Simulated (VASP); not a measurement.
# WC (P-6m2) in VASP: notebook, part 3 of 3

VASP 6.6.1.

### Step 5. Relaxation of cell and atoms, LDA

This run uses another cell than the first one, of 10.13 Å³/atom.

Contents of INCAR:

```
SYSTEM = WC
PREC     = Accurate       ! precision mode
ENCUT    = 600            ! plane-wave cutoff, eV
EDIFF    = 1E-6           ! SCF threshold, eV
ISMEAR   = -1             ! smearing method
SIGMA    = 0.15           ! smearing width, eV
LREAL    = .False.        ! projectors in reciprocal space
LASPH    = .True.         ! aspherical terms in the spheres
NELM     = 100            ! most SCF steps
ALGO     = Normal         ! electronic algorithm
ISIF     = 3              ! what is computed and relaxed
LWAVE    = .False.        ! write WAVECAR
LCHARG   = .False.        ! write CHGCAR
IBRION   = 2              ! ionic algorithm
NSW      = 80             ! ionic steps
EDIFFG   = -0.001         ! ionic threshold
```

Contents of KPOINTS:

```
Automatic mesh
0
Gamma
  18 18 14
  0 0 0
```

Contents of POSCAR:

```
WC
1.0
    2.8838914124      0.0000000000      0.0000000000
   -1.4419457062      2.4975232249      0.0000000000
    0.0000000000      0.0000000000      2.8129131491
W C
1 1
Direct
    0.0000000000      0.0000000000      0.0000000000
    0.6666666667      0.3333333333      0.5000000000
```

Launch:

```sh
> cat potpaw_LDA.64/W_sv/POTCAR potpaw_LDA.64/C/POTCAR > POTCAR
> mpirun -np 1 vasp_std > vasp.out
```

It took 7.3 min on 1 thread of Intel Xeon 8259CL, shared host; peak memory 0.24 GiB.

The run converged. Its results:

```
Free energy                           : -24.7129 eV
Relaxed volume                        : 10.19 Å³/atom
Relaxed cell                          : a = 2.890 Å, b = 2.890 Å, c = 2.817 Å, α = 90.00°, β = 90.00°, γ = 120.00°
Space group after relaxing (to 0.1 Å) : P-6m2 (No. 187)
Energy gained by relaxing             : 0.5 meV/atom
Ionic steps                           : 16
Pressure after relaxing               : 0.0 GPa
Band gap on the k mesh                : zero (bands 9 and 10 overlap by 1.25 eV)
```

Step by step:
```
step  energy change (eV)  largest force (eV/Å)  pressure (GPa)  volume (Å³)
   1              0.0000                0.0000            2.57        20.26
   2              0.0070                0.0000           -7.09        20.74
   3             -0.0010                0.0000           -0.02        20.38
   4             -0.0010                0.0000           -0.03        20.38
   5             -0.0007                0.0000            1.25        20.32
   6             -0.0010                0.0000            0.10        20.38
   7             -0.0010                0.0000            0.05        20.38
   8             -0.0010                0.0000            0.07        20.38
   9             -0.0010                0.0000            0.06        20.38
  10             -0.0010                0.0000            0.07        20.38
  11             -0.0010                0.0000            0.07        20.38
  12             -0.0010                0.0000            0.07        20.38
  13             -0.0010                0.0000           -0.10        20.39
  14             -0.0010                0.0000           -0.04        20.38
  15             -0.0010                0.0000           -0.03        20.38
  16             -0.0010                0.0000           -0.01        20.38
```

Final structure:
```xyz
2
Lattice="2.8903 0.0000 0.0000 -1.4452 2.5031 0.0000 0.0000 0.0000 2.8172" Properties=species:S:1:pos:R:3 pbc="T T T"
W     0.0000    0.0000    0.0000
C     1.4452    0.8344    1.4086
```

Levels at points of the mesh, in eV from the Fermi level:
```tsv
k point	band 7	band 8	band 9	band 10	band 11	band 12
(0.00, 0.00, 0.00)	-3.46	-3.46	0.09	3.23	3.23	5.67
(0.50, 0.00, 0.00)	-3.73	-3.70	-0.49	2.32	4.56	4.94
(0.00, 0.00, 0.50)	-2.13	-2.13	-0.68	-0.68	3.71	4.49
(0.50, 0.00, 0.50)	-4.47	-4.19	0.35	4.47	5.39	6.81
```

Caveat: spin-orbit coupling is left out, which moves the levels of the heavy elements.

### Step 6. Relaxation of cell and atoms, LDA

Contents of INCAR:

```
SYSTEM = WC
PREC = Accurate
ENCUT = 600
EDIFF = 1E-7
ISMEAR = 0
SIGMA = 0.1
LREAL = .FALSE.
LASPH = .TRUE.
NELM = 80
ALGO = Normal
ISIF = 3
LWAVE = .FALSE.
LCHARG = .FALSE.
GGA = CA
IBRION = 2
NSW = 100
EDIFFG = -0.002
```

Contents of KPOINTS:

```
Automatic mesh
0
G
  18 18 14
  0 0 0
```

Contents of POSCAR:

```
WC
1.0
    2.8820700000      0.0000000000      0.0000000000
   -1.4410350000      2.4959458400      0.0000000000
    0.0000000000      0.0000000000      2.8238700000
W C
1 1
Direct
    0.0000000000      0.0000000000      0.0000000000
    0.6666666700      0.3333333300      0.5000000000
```

Potentials or basis: VASP PAW LDA potentials, release 64 (W_sv, C).

Launch:

```sh
> cat potpaw_LDA.64/W_sv/POTCAR potpaw_LDA.64/C/POTCAR > POTCAR
> mpirun -np 1 vasp_std > vasp.out
```

Run time: 3.9 min. Hardware: 1 thread of Intel Xeon 8259CL, shared host; peak memory 0.23 GiB.

The run converged. Its results:

```
Free energy                           : -24.7024 eV
Relaxed volume                        : 10.19 Å³/atom
Relaxed cell                          : a = 2.889 Å, b = 2.889 Å, c = 2.818 Å, α = 90.00°, β = 90.00°, γ = 120.00°
Space group after relaxing (to 0.1 Å) : P-6m2 (No. 187)
Energy gained by relaxing             : 0.4 meV/atom
Ionic steps                           : 5
Pressure after relaxing               : 0.0 GPa
Band gap on the k mesh                : zero (bands 9 and 10 overlap by 1.25 eV)
```

The path:
| step | energy change (eV) | largest force (eV/Å) | pressure (GPa) | volume (Å³) |
| --- | --- | --- | --- | --- |
| 1 | 0.0000 | 0.0000 | 1.14 | 20.31 |
| 2 | 0.0012 | 0.0000 | -2.78 | 20.53 |
| 3 | -0.0008 | 0.0000 | -0.39 | 20.39 |
| 4 | -0.0007 | 0.0000 | 0.77 | 20.34 |
| 5 | -0.0008 | 0.0000 | -0.01 | 20.38 |

Final structure:
```
W C
1.0
     2.88940    0.00000    0.00000
    -1.44470    2.50229    0.00000
     0.00000    0.00000    2.81847
W C
1 1
Cartesian
  0.0000 0.0000 2.8185
  1.4447 0.8341 1.4092
```

Levels at points of the mesh, in eV from the Fermi level:
| k point | band 7 | band 8 | band 9 | band 10 | band 11 | band 12 |
| --- | --- | --- | --- | --- | --- | --- |
| (0.00, 0.00, 0.00) | -3.43 | -3.43 | 0.12 | 3.25 | 3.25 | 5.69 |
| (0.50, 0.00, 0.00) | -3.71 | -3.67 | -0.45 | 2.34 | 4.59 | 4.97 |
| (0.00, 0.00, 0.50) | -2.09 | -2.09 | -0.65 | -0.65 | 3.72 | 4.53 |
| (0.50, 0.00, 0.50) | -4.43 | -4.16 | 0.37 | 4.50 | 5.42 | 6.84 |

Caveat: spin-orbit coupling is left out, which moves the levels of the heavy elements.

### Step 7. The runs side by side

| task | cell | k mesh | cutoff (eV) | smearing | gap on the mesh (eV) | pressure (GPa) | relaxed volume (Å³/atom) |
| --- | --- | --- | --- | --- | --- | --- | --- |
| single point | a = 2.882, b = 2.882, c = 2.824 Å, angles 90.0, 90.0, 120.0°, 2 atoms | 9 × 9 × 6 | 520 | gaussian 0.1 eV | none | 1.4 | - |
| single point | a = 2.884, b = 2.884, c = 2.813 Å, angles 90.0, 90.0, 120.0°, 2 atoms | 18 × 18 × 14 | 520 | gaussian 0.1 eV | none | 2.6 | - |
| single point | a = 2.885, b = 2.885, c = 2.812 Å, angles 90.0, 90.0, 120.0°, 2 atoms | 18 × 18 × 14 | 520 | fermi-dirac 0.15 eV | none | 2.6 | - |
| relaxation of cell and atoms | relaxed from a = 2.884, b = 2.884, c = 2.813 Å, angles 90.0, 90.0, 120.0°, 2 atoms | 18 × 18 × 14 | 600 | fermi-dirac 0.15 eV | none | 0.0 | 10.19 |
| relaxation of cell and atoms | relaxed from a = 2.882, b = 2.882, c = 2.824 Å, angles 90.0, 90.0, 120.0°, 2 atoms | 18 × 18 × 14 | 600 | gaussian 0.1 eV | none | 0.0 | 10.19 |

Alike in all rows: level LDA; potentials or basis VASP PAW LDA potentials, release 64 (W_sv, C); no spin polarisation.

Caveats: some runs use coarse meshes; spin-orbit coupling is left out, which moves the levels of the heavy elements.

Absolute energies hang on the potentials; compare differences alone.
